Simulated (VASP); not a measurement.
# BN (Qingsongite) (F-43m) in VASP: notebook

The runs below take BN (Qingsongite) through single point, with HSE06.

All numbers are computed with VASP 6.6.1; they aren't measurements. Logs are shortened: lines on timing, memory, paths and dates and some standing lists are left out, and cuts for length are marked.

## (1) The cell of the first run

Symmetry: F-43m, No. 216, cubic system. Conventional cell: a = 3.523 Å, b = 3.523 Å, c = 3.523 Å, α = 90.00°, β = 90.00°, γ = 90.00°. Within 2.0 Å of B (site symmetry -43m) lie 4 N at 1.53 Å. Within 2.0 Å of N (site symmetry -43m) lie 4 B at 1.53 Å.

## (2) Single point, HSE06 (volume scaled by 0.94)

File POSCAR:

```
BN
1.0
    0.0000000000      1.7614768264      1.7614768264
    1.7614768264      0.0000000000      1.7614768264
    1.7614768264      1.7614768264      0.0000000000
B N
1 1
Direct
    0.0000000000      0.0000000000      0.0000000000
    0.2500000000      0.2500000000      0.2500000000
```

File INCAR.step1:

```
SYSTEM = BN
ALGO = Normal ; EDIFF = 1E-5
ENCUT = 520 ; GGA = PE
ISIF = 2 ; ISMEAR = 0
LASPH = .TRUE. ; LCHARG = .FALSE.
LREAL = .FALSE. ; LWAVE = .TRUE.
NBANDS = 11 ; NELM = 100
PREC = Accurate ; SIGMA = 0.02
```

File INCAR.step2:

```
SYSTEM = BN
ALGO = Normal ; EDIFF = 1E-6
ENCUT = 520 ; GGA = PE
HFSCREEN = 0.2079 ; ISIF = 2
ISMEAR = 0 ; ISTART = 1
LASPH = .TRUE. ; LCHARG = .FALSE.
LHFCALC = .TRUE. ; LREAL = .FALSE.
LWAVE = .FALSE. ; NBANDS = 11
NELM = 100 ; PREC = Accurate
PRECFOCK = Normal ; SIGMA = 0.02
```

File KPOINTS:

```
k-points
0
G
  6 6 6
  0 0 0
```

Potentials or basis: VASP PAW PBE potentials, release 64 (B, N).

Started as:

```bash
$ cat potpaw_PBE.64/B/POTCAR potpaw_PBE.64/N/POTCAR > POTCAR
$ cp INCAR.step1 INCAR
$ mpirun -np 1 vasp_std > vasp.out
$ cp INCAR.step2 INCAR
$ mpirun -np 1 vasp_std > vasp.out
```

OUTCAR:

```text
SYSTEM = BN
   EDIFF = 1E-6
   ENCUT = 520
   GGA = PE
   HFSCREEN = 0.2079
   ISIF = 2
   ISMEAR = 0
   ISTART = 1
   LASPH = .TRUE.
   LHFCALC = .TRUE.
   LREAL = .FALSE.
   NELM = 100
   PREC = Accurate
   PRECFOCK = Normal

 ion  position               nearest neighbor table
   1  0.000  0.000  0.000-   2 1.53   2 1.53   2 1.53   2 1.53
   2  0.250  0.250  0.250-   1 1.53   1 1.53   1 1.53   1 1.53

  LATTYP: Found a face centered cubic cell.
 ALAT       =     3.5229536528

  Lattice vectors:

 A1 = (   0.0000000000,   1.7614768264,   1.7614768264)
 A2 = (   1.7614768264,   0.0000000000,   1.7614768264)
 A3 = (   1.7614768264,   1.7614768264,   0.0000000000)

Analysis of symmetry for initial positions (statically):
=====================================================================
 Subroutine PRICEL returns:
 Original cell was already a primitive cell.

 Routine SETGRP: Setting up the symmetry group for a
 face centered cubic supercell.

 Subroutine GETGRP returns: Found 24 space group operations
 (whereof 24 operations were pure point group operations)
 out of a pool of 48 trial point group operations.

The static configuration has the point symmetry T_d .

Analysis of symmetry for dynamics (positions and initial velocities):
=====================================================================
 Subroutine PRICEL returns:
 Original cell was already a primitive cell.

 Routine SETGRP: Setting up the symmetry group for a
 face centered cubic supercell.

 Subroutine GETGRP returns: Found 24 space group operations
 (whereof 24 operations were pure point group operations)
 out of a pool of 48 trial point group operations.

The dynamic configuration has the point symmetry T_d .

 Subroutine INISYM returns: Found 24 space group operations
 (whereof 24 operations are pure point group operations),
 and found     1 'primitive' translations

----------------------------------------------------------------------------------------

                                     Primitive cell

  volume of cell :      10.9310

  direct lattice vectors                    reciprocal lattice vectors
     0.000000000  1.761476826  1.761476826    -0.283852727  0.283852727  0.283852727
     1.761476826  0.000000000  1.761476826     0.283852727 -0.283852727  0.283852727
     1.761476826  1.761476826  0.000000000     0.283852727  0.283852727 -0.283852727

  length of vectors
     2.491104418  2.491104418  2.491104418     0.491647344  0.491647344  0.491647344

  position of ions in fractional coordinates (direct lattice)
     0.000000000  0.000000000  0.000000000
[... 88 lines left out ...]
     AMIX     =   0.40;   BMIX     =  1.00
     AMIX_MAG =   1.60;   BMIX_MAG =  1.00
  volume/ion in A,a.u.               =       5.47        36.88
  Fermi-wavevector in a.u.,A,eV,Ry     =   1.475314  2.787940 29.613793  2.176552
  Thomas-Fermi vector in A             =   2.589979
   LORBIT       =      0    0 simple, 1 ext, 2 COOP (PROOUT), +10 PAW based schemes
   GGA     = PE    functional components
   LHFCALC =     T    Hartree Fock is set to
   PRECFOCK=normal    Normal, Fast or Accurate (Low or Medium for compatibility)
   ENCUT4O =  -1.0   cutoff for four orbital integrals eV
   NKREDX  =     1    reduce k-point grid by
   NKREDY  =     1    reduce k-point grid by
   NKREDZ  =     1    reduce k-point grid by
   AEXX    =    0.2500 exact exchange contribution
   HFSCREEN=    0.2079 screening length (either q_TF or 0.3 A-1)
   HFSCREENC=   0.2079 screening length for correlation (either q_TF or 0.3 A-1)
   ENCUTFOCK=  -1.0 apply spherical cutoff to Coloumb kernel
   IVDW    =     0    specifies the selected vdW correction
   LEPSILON=     F    determine dielectric tensor
   LRPA    =     F    only Hartree local field effects (RPA)
 non-spin polarized calculation
 Gauss-broadening in eV      SIGMA  =   0.02
  energy-cutoff  :      520.00
  volume of cell :       10.93
 maximum number of plane-waves:       304
 NGX is ok and might be reduce to    20
  NGX = 14; NGY = 14; NGZ = 14

 number of electron       7.9999999 magnetization

 Free energy of the ion-electron system (eV)
  ---------------------------------------------------
  ext. energy  EPLUGINS =         0.00000000
  ---------------------------------------------------
  free energy    TOTEN  =       -20.26312593 eV

  energy without entropy =      -20.26312593  energy(sigma->0) =      -20.26312593

 E-fermi :   7.6055     XC(G=0): -10.7844

 val. band max:        7.5116588503   @ k =   0.0000   0.0000   0.0000
 cond. band min:      13.3850259343   @ k =   0.5000   0.5000   0.0000
 fundamental gap:      5.8733670841
 Fermi energy:         7.6055453731

 k-point     1 :       0.0000    0.0000    0.0000
  band No.  band energies     occupation
      1     -15.5421      2.00000
      2       7.5117      2.00000
      3       7.5117      2.00000
      4       7.5117      2.00000
      5      18.4653      0.00000
      6      18.4653      0.00000
      7      18.4653      0.00000
      8      21.0014      0.00000
      9      35.7870      0.00000
     10      38.2869      0.00000
     11      38.2869      0.00000
[... 197 lines left out ...]
 k-point    16 :      -0.3333    0.5000    0.1667
  band No.  band energies     occupation
      1      -8.7365      2.00000
      2      -1.9581      2.00000
      3       0.2929      2.00000
      4       0.3522      2.00000
      5      17.1115      0.00000
      6      21.8682      0.00000
      7      25.8800      0.00000
      8      27.8075      0.00000
      9      30.7989      0.00000
     10      37.3521      0.00000
     11      41.1929      0.00000

------------------------ aborting loop because EDIFF is reached ----------------------------------------

  FORCE on cell =-STRESS in cart. coord.  units (eV):
  Direction    XX          YY          ZZ          XY          YZ          ZX
  --------------------------------------------------------------------------------------
  -------------------------------------------------------------------------------------
  Total        1.9569205      1.9569205      1.9569205      0.0000000      0.0000000      0.0000000
  in kB      286.8289327    286.8289327    286.8289327      0.0000000      0.0000000      0.0000000
  external PRESSURE =     286.8289327 kB  Pullay stress =       0.0000000 kB

 VOLUME and BASIS-vectors are now :
 -----------------------------------------------------------------------------
  energy-cutoff  :      520.00
  volume of cell :       10.93
      direct lattice vectors                 reciprocal lattice vectors
     0.000000000  1.761476826  1.761476826    -0.283852727  0.283852727  0.283852727
     1.761476826  0.000000000  1.761476826     0.283852727 -0.283852727  0.283852727
     1.761476826  1.761476826  0.000000000     0.283852727  0.283852727 -0.283852727

 POSITION                                       TOTAL-FORCE (eV/Angst)
 -----------------------------------------------------------------------------------
      0.00000      0.00000      0.00000        -0.000000     -0.000000     -0.000000
      0.88074      0.88074      0.88074         0.000000      0.000000      0.000000
 -----------------------------------------------------------------------------------
    total drift:                                0.000000      0.000000      0.000000

  FREE ENERGIE OF THE ION-ELECTRON SYSTEM (eV)
  ---------------------------------------------------
  free  energy   TOTEN  =       -20.2631259292 eV

  energy  without entropy=      -20.2631259292  energy(sigma->0) =      -20.26312593
```

OSZICAR.step1:

```text
N       E                     dE             d eps       ncg     rms          rms(c)
DAV:   1     0.130302060688E+02    0.13030E+02   -0.52520E+03   368   0.730E+02
DAV:   2    -0.179233984243E+02   -0.30954E+02   -0.30387E+02   420   0.176E+02
DAV:   3    -0.184344445573E+02   -0.51105E+00   -0.51044E+00   421   0.195E+01
DAV:   4    -0.184349028838E+02   -0.45833E-03   -0.45832E-03   376   0.683E-01
DAV:   5    -0.184349032385E+02   -0.35468E-06   -0.35472E-06   406   0.185E-02    0.718E+00
DAV:   6    -0.174531499860E+02    0.98175E+00   -0.28363E+00   364   0.101E+01    0.356E+00
DAV:   7    -0.173534083818E+02    0.99742E-01   -0.14452E-01   382   0.305E+00    0.203E+00
DAV:   8    -0.173369509498E+02    0.16457E-01   -0.38695E-02   399   0.146E+00    0.238E-01
DAV:   9    -0.173371893273E+02   -0.23838E-03   -0.84363E-04   367   0.262E-01    0.899E-02
DAV:  10    -0.173372651903E+02   -0.75863E-04   -0.10761E-04   390   0.886E-02    0.160E-02
DAV:  11    -0.173372696622E+02   -0.44719E-05   -0.71645E-06   361   0.226E-02
   1 F= -.17337270E+02 E0= -.17337270E+02  d E =-.103195E-51
```

Run time: 84 s. Hardware: 1 thread of AMD EPYC 9R45 (Zen 5), shared host; peak memory 0.19 GiB.

What came out:

| Item | Value |
| --- | --- |
| Free energy | -20.2631 eV |
| Pressure | 28.7 GPa |
| Band gap on the k mesh | 5.87 eV, indirect (least direct gap 10.95 eV) |

Levels at points of the mesh, in eV from the valence-band top:
```tsv
k point	band 1	band 2	band 3	band 4	band 5	band 6	band 7	band 8	band 9
(0.00, 0.00, 0.00)	-23.05	0.00	0.00	0.00	10.95	10.95	10.95	13.49	28.28
(0.50, 0.00, 0.00)	-18.13	-12.41	-2.26	-2.26	12.93	12.96	12.96	18.19	26.81
(0.50, 0.50, 0.00)	-16.53	-10.32	-5.73	-5.73	5.87	11.19	21.74	21.74	24.71
```

Caveat: the k points lie up to 0.51 Å⁻¹ apart; the PAW data sets were made with another functional, which shifts forces and pressure a little. A k mesh can miss the band edges.

## (3) Single point, HSE06 (volume scaled by 0.97)

File POSCAR:

```
BN
1.0
    0.0000000000      1.7800200504      1.7800200504
    1.7800200504      0.0000000000      1.7800200504
    1.7800200504      1.7800200504      0.0000000000
B N
1 1
Direct
    0.0000000000      0.0000000000      0.0000000000
    0.2500000000      0.2500000000      0.2500000000
```

File INCAR.step1:

```
SYSTEM = BN
PREC = Accurate
ENCUT = 520
EDIFF = 1E-5
ISMEAR = 0
SIGMA = 0.02
LREAL = .False.
LASPH = .True.
NELM = 100
ALGO = Normal
ISIF = 2
LWAVE = .True.
LCHARG = .False.
NBANDS = 11
GGA = PE
```

File INCAR.step2:

```
SYSTEM = BN
PREC = Accurate
ENCUT = 520
EDIFF = 1E-6
ISMEAR = 0
SIGMA = 0.02
LREAL = .False.
LASPH = .True.
NELM = 100
ALGO = Normal
ISIF = 2
LWAVE = .False.
LCHARG = .False.
GGA = PE
LHFCALC = .True.
HFSCREEN = 0.2079
PRECFOCK = Normal
NBANDS = 11
ISTART = 1
```

File KPOINTS:

```
Automatic mesh
0
Gamma
  6 6 6
  0 0 0
```

Potentials or basis: VASP PAW PBE potentials, release 64 (B, N).

Started as:

```bash
$ cat potpaw_PBE.64/B/POTCAR potpaw_PBE.64/N/POTCAR > POTCAR
$ cp INCAR.step1 INCAR
$ mpirun -np 1 vasp_std > vasp.out
$ cp INCAR.step2 INCAR
$ mpirun -np 1 vasp_std > vasp.out
```

Run time: 1.7 min. Hardware: 1 thread of AMD EPYC 9R45 (Zen 5), shared host; peak memory 0.19 GiB.

It converged, with:

| Property | Result |
| --- | --- |
| Free energy | -20.3094 eV |
| Pressure | 13.6 GPa |
| Band gap on the k mesh | 5.83 eV, indirect (least direct gap 10.79 eV) |

Levels at points of the mesh, in eV from the valence-band top:
| k point | band 1 | band 2 | band 3 | band 4 | band 5 | band 6 | band 7 | band 8 |
| --- | --- | --- | --- | --- | --- | --- | --- | --- |
| (0.00, 0.00, 0.00) | -22.66 | 0.00 | 0.00 | 0.00 | 10.79 | 10.79 | 10.79 | 12.93 |
| (0.50, 0.00, 0.00) | -17.90 | -12.08 | -2.20 | -2.20 | 12.48 | 12.78 | 12.78 | 17.86 |
| (0.50, 0.50, 0.00) | -16.35 | -10.09 | -5.56 | -5.56 | 5.83 | 11.01 | 21.21 | 21.21 |

Caveat: the k points lie up to 0.51 Å⁻¹ apart; the PAW data sets were made with another functional, which shifts forces and pressure a little.

## (4) Single point, HSE06 (volume scaled by 1.03)

File POSCAR:

```
BN
1.0
    0.0000000000      1.8159897425      1.8159897425
    1.8159897425      0.0000000000      1.8159897425
    1.8159897425      1.8159897425      0.0000000000
B N
1 1
Direct
    0.0000000000      0.0000000000      0.0000000000
    0.2500000000      0.2500000000      0.2500000000
```

File INCAR.step1:

```
PREC = Accurate
ENCUT = 520
EDIFF = 1E-5
ISMEAR = 0
SIGMA = 0.02
LREAL = F
LASPH = T
NELM = 60
ALGO = Normal
ISIF = 2
LWAVE = T
LCHARG = F
GGA = PE
NBANDS = 11
```

File INCAR.step2:

```
PREC = Accurate
ENCUT = 520
EDIFF = 1E-6
ISMEAR = 0
SIGMA = 0.02
LREAL = F
LASPH = T
NELM = 60
ALGO = Normal
ISIF = 2
LWAVE = F
LCHARG = F
GGA = PE
LHFCALC = T
HFSCREEN = 0.2079
PRECFOCK = Normal
ISTART = 1
NBANDS = 11
```

File KPOINTS:

```
Automatic mesh
0
Gamma
  6 6 6
```

Potentials or basis: VASP PAW PBE potentials, release 64 (B, N).

Started as:

```bash
$ cat potpaw_PBE.64/B/POTCAR potpaw_PBE.64/N/POTCAR > POTCAR
$ cp INCAR.step1 INCAR
$ mpirun -np 1 vasp_std > vasp.out
$ cp INCAR.step2 INCAR
$ mpirun -np 1 vasp_std > vasp.out
```

OUTCAR:

```text
PREC = Accurate
   ENCUT = 520
   EDIFF = 1E-6
   ISMEAR = 0
   LREAL = F
   LASPH = T
   NELM = 60
   ISIF = 2
   GGA = PE
   LHFCALC = T
   HFSCREEN = 0.2079
   PRECFOCK = Normal
   ISTART = 1

 ion  position               nearest neighbor table
   1  0.000  0.000  0.000-   2 1.57   2 1.57   2 1.57   2 1.57
   2  0.250  0.250  0.250-   1 1.57   1 1.57   1 1.57   1 1.57

  LATTYP: Found a face centered cubic cell.
 ALAT       =     3.6319794850

  Lattice vectors:

 A1 = (   0.0000000000,   1.8159897425,   1.8159897425)
 A2 = (   1.8159897425,   0.0000000000,   1.8159897425)
 A3 = (   1.8159897425,   1.8159897425,   0.0000000000)

Analysis of symmetry for initial positions (statically):
=====================================================================
 Subroutine PRICEL returns:
 Original cell was already a primitive cell.

 Routine SETGRP: Setting up the symmetry group for a
 face centered cubic supercell.
[... 170 lines left out ...]
 fundamental gap:      5.7562521499
 Fermi energy:         6.4859971864

 k-point     1 :       0.0000    0.0000    0.0000
  band No.  band energies     occupation
      1     -15.5610      2.00000
      2       6.3768      2.00000
      3       6.3768      2.00000
      4       6.3768      2.00000
      5      16.8561      0.00000
      6      16.8561      0.00000
      7      16.8561      0.00000
      8      18.2665      0.00000
      9      32.8316      0.00000
     10      35.9512      0.00000
     11      35.9512      0.00000
[... 197 lines left out ...]
 k-point    16 :      -0.3333    0.5000    0.1667
  band No.  band energies     occupation
      1      -9.4170      2.00000
      2      -2.5093      2.00000
      3      -0.2550      2.00000
      4      -0.1325      2.00000
      5      15.6104      0.00000
      6      19.9991      0.00000
      7      23.4799      0.00000
      8      25.2654      0.00000
      9      28.1302      0.00000
     10      34.3942      0.00000
     11      38.4929      0.00000

------------------------ aborting loop because EDIFF is reached ----------------------------------------

  FORCE on cell =-STRESS in cart. coord.  units (eV):
  Direction    XX          YY          ZZ          XY          YZ          ZX
  --------------------------------------------------------------------------------------
  -------------------------------------------------------------------------------------
  Total       -0.8140317     -0.8140317     -0.8140317      0.0000000     -0.0000000      0.0000000
  in kB     -108.8884330   -108.8884330   -108.8884330      0.0000000     -0.0000000      0.0000000
  external PRESSURE =    -108.8884330 kB  Pullay stress =       0.0000000 kB

 VOLUME and BASIS-vectors are now :
 -----------------------------------------------------------------------------
  energy-cutoff  :      520.00
  volume of cell :       11.98
      direct lattice vectors                 reciprocal lattice vectors
     0.000000000  1.815989743  1.815989743    -0.275331952  0.275331952  0.275331952
     1.815989743  0.000000000  1.815989743     0.275331952 -0.275331952  0.275331952
     1.815989743  1.815989743  0.000000000     0.275331952  0.275331952 -0.275331952

 POSITION                                       TOTAL-FORCE (eV/Angst)
 -----------------------------------------------------------------------------------
      0.00000      0.00000      0.00000         0.000000      0.000000      0.000000
      0.90799      0.90799      0.90799        -0.000000     -0.000000     -0.000000
 -----------------------------------------------------------------------------------
    total drift:                                0.000000     -0.000000     -0.000000

  FREE ENERGIE OF THE ION-ELECTRON SYSTEM (eV)
  ---------------------------------------------------
  free  energy   TOTEN  =       -20.3142728928 eV

  energy  without entropy=      -20.3142728928  energy(sigma->0) =      -20.31427289
```

Run time: 2.2 min. Hardware: 1 thread of AMD EPYC 9R45 (Zen 5), shared host; peak memory 0.19 GiB.

What came out:

```yaml
Free_energy: -20.3143 eV
Pressure: -10.9 GPa
Band_gap_on_the_k_mesh: 5.76 eV, indirect (least direct gap 10.48 eV)
```

Levels at points of the mesh, in eV from the valence-band top:
| k point | band 1 | band 2 | band 3 | band 4 | band 5 | band 6 | band 7 | band 8 |
| --- | --- | --- | --- | --- | --- | --- | --- | --- |
| (0.00, 0.00, 0.00) | -21.94 | 0.00 | 0.00 | 0.00 | 10.48 | 10.48 | 10.48 | 11.89 |
| (0.50, 0.00, 0.00) | -17.48 | -11.49 | -2.08 | -2.08 | 11.65 | 12.43 | 12.43 | 17.23 |
| (0.50, 0.50, 0.00) | -16.02 | -9.67 | -5.24 | -5.24 | 5.76 | 10.65 | 20.23 | 20.23 |

Caveat: the k points lie up to 0.50 Å⁻¹ apart; the PAW data sets were made with another functional, which shifts forces and pressure a little.

(Part 1 of 2 ends here.)
